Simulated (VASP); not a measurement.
A run of VASP 6.6.1 is set up as follows.

The input INCAR:

```
SYSTEM = PtSe2
PREC     = Accurate       ! precision mode
ENCUT    = 520            ! plane-wave cutoff, eV
EDIFF    = 1E-6           ! SCF threshold, eV
ISMEAR   = 0              ! smearing method
SIGMA    = 0.15           ! smearing width, eV
LREAL    = .False.        ! projectors in reciprocal space
LASPH    = .True.         ! aspherical terms in the spheres
NELM     = 100            ! most SCF steps
ALGO     = Normal         ! electronic algorithm
ISIF     = 2              ! what is computed and relaxed
LWAVE    = .False.        ! write WAVECAR
LCHARG   = .True.         ! write CHGCAR
GGA      = PE             ! functional
LELF     = .True.         ! ELF
LVHAR    = .True.       
NBANDS   = 18             ! bands
```

Contents of KPOINTS:

```
regular mesh
0
Gamma
  12 12 10
  0 0 0
```

Contents of POSCAR:

```
PtSe2
1.0
    3.7240006046      0.0000000000      0.0000000000
   -1.8620003023      3.2250791273      0.0000000000
    0.0000000000      0.0000000000      5.2644800000
Pt Se
1 2
Direct
    0.0000000000      0.0000000000      0.0000000000
    0.3333333333      0.6666666667      0.2500000000
    0.6666666667      0.3333333333      0.7500000000
```

Potentials or basis: VASP PAW PBE potentials, release 64 (Pt, Se).

Launch:

```console
$ cat potpaw_PBE.64/Pt/POTCAR potpaw_PBE.64/Se/POTCAR > POTCAR
$ mpirun -np 1 vasp_std > vasp.out
```

(1) Predict the band gap on the k mesh.

(2) Predict the pressure.

(3) What does it give for the largest force?

## Answers

(1) zero (band 11 reaches 6.28 eV, above the bottom of band 12 at 6.01 eV).

(2) 3.1 GPa.

(3) 0.015 eV/Å.

Caveat: the cell differs from its parent crystal (strain +0.000 along x and y, +0.040 along z); spin-orbit coupling is left out, which moves the levels of the heavy elements.
